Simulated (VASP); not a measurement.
CaO:

```
Ca O
1.0
     0.00000    2.39755    2.39755
     2.39755    0.00000    2.39755
     2.39755    2.39755    0.00000
Ca O
1 1
Direct
  0.00000 0.00000 0.00000
  0.50000 0.50000 0.50000
```

Base run:

- Program: VASP 6.6.1
- Functional: r2SCAN
- Potentials or basis: VASP PAW PBE potentials, release 64 (Ca_sv, O)
- Cutoff: 520 eV
- k mesh: 10 × 10 × 10
- Occupations: gaussian, width 0.01 eV
- Spin: no spin polarisation

Its results: band gap on the k mesh 4.19 eV (least direct gap 4.56 eV); pressure 1.0 GPa.

Question: The run is repeated on the same cell with these changes: functional from r2SCAN to PBE; occupations from gaussian, width 0.01 eV to fermi-dirac, width 0.02 eV. What comes out?

Answer: Band gap on the k mesh 3.63 eV (least direct gap 4.01 eV); pressure 3.1 GPa.

Caveats: the PAW data sets were made with another functional, which shifts forces and pressure a little (at least some runs); the cell stands under pressure (at least some runs).

A k mesh can miss the band edges.
